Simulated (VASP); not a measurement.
Set up this calculation in VASP 6.6.1, as the native input.

```
Task                   : single point
Functional             : PBE
Potentials or basis    : VASP PAW PBE potentials, release 64 (Ga_d, N)
Cutoff                 : 520 eV
k mesh                 : 17 × 17 × 17
Occupations            : fermi-dirac, width 0.1 eV
Spin                   : no spin polarisation
Dipole correction      : no
Further INCAR settings : ALGO = Normal; EDIFF = 1e-06; NBANDS = 16
```

The structure of GaN (rocksalt type) lies in POSCAR:

```
GaN
1.0
    0.0000000000      1.8924155479      1.8924155479
    1.8924155479      0.0000000000      1.8924155479
    1.8924155479      1.8924155479      0.0000000000
Ga N
1 1
Direct
    0.0000000000      0.0000000000      0.0000000000
    0.5000000000      0.5000000000      0.5000000000
```

One way to write it, as run:

INCAR

```
SYSTEM = GaN
ALGO     = Normal         ! electronic algorithm
EDIFF    = 1E-6           ! SCF threshold, eV
ENCUT    = 520            ! plane-wave cutoff, eV
GGA      = PE             ! functional
ISIF     = 2              ! what is computed and relaxed
ISMEAR   = -1             ! smearing method
LASPH    = .True.         ! aspherical terms in the spheres
LCHARG   = .False.        ! write CHGCAR
LREAL    = .False.        ! projectors in reciprocal space
LWAVE    = .False.        ! write WAVECAR
NBANDS   = 16             ! bands
NELM     = 60             ! most SCF steps
PREC     = Accurate       ! precision mode
SIGMA    = 0.1            ! smearing width, eV
```

KPOINTS

```
k-points
0
Gamma
  17 17 17
  0 0 0
```

Potentials or basis: VASP PAW PBE potentials, release 64 (Ga_d, N).

Run with:

```sh
$ cat potpaw_PBE.64/Ga_d/POTCAR potpaw_PBE.64/N/POTCAR > POTCAR
$ mpirun -np 1 vasp_std > vasp.out
```

It gave:

| Property | Result |
| --- | --- |
| Pressure | 171.8 GPa |
| Band gap on the k mesh | 3.07 eV, indirect (least direct gap 6.24 eV) |

Wall time 18 s on 1 thread of AMD EPYC 9R45 96-Core Processor (Zen 5), on a shared host, peak memory 0.12 GiB.
